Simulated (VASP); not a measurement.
CuO2, 6 atoms in the cell. Symmetry: Cmcm, No. 63, orthorhombic system. The conventional cell has a = 2.825 Å, b = 10.421 Å, c = 4.343 Å, α = 90.00°, β = 90.00°, γ = 90.00°. Within 2.5 Å of Cu (site symmetry m2m) lie 6 O at 1.86 to 2.22 Å. Within 2.5 Å of O (site symmetry m2m) lie 4 Cu at 1.90 to 2.22 Å and 1 O at 2.47 Å. Within 2.5 Å of O (site symmetry m2m) lie 2 Cu at 1.86 Å and 3 O at 2.42 to 2.47 Å. 

```yaml
Program: VASP 6.6.1
Task: relaxation of cell and atoms
Functional: PBEsol
Potentials_or_basis: VASP PAW PBE potentials, release 64 (Cu, O)
Cutoff: 600 eV
k_mesh: 10 × 10 × 6
Occupations: fermi-dirac, width 0.05 eV
Spin: no spin polarisation
Target_pressure: 5 GPa
Dipole_correction: no
Further_INCAR_settings: ALGO = Normal; EDIFF = 1e-07; IBRION = 2; EDIFFG = -0.01; NSW = 60; ISIF = 3
```

Potentials or basis: VASP PAW PBE potentials, release 64 (Cu, O).

Command:

```bash
$ cat potpaw_PBE.64/Cu/POTCAR potpaw_PBE.64/O/POTCAR > POTCAR
$ mpirun -np 1 vasp_std > vasp.out
```

Hardware: 1 thread of Intel(R) Xeon(R) 6975P-C (Granite Rapids) (shared host).

Q: How long does it take, and how much memory?

A: Wall time 68 min on 1 thread of Intel(R) Xeon(R) 6975P-C (Granite Rapids), with other jobs on the host, peak memory 0.43 GiB. Counts: scf iterations 320, k points 124, ion steps 32.
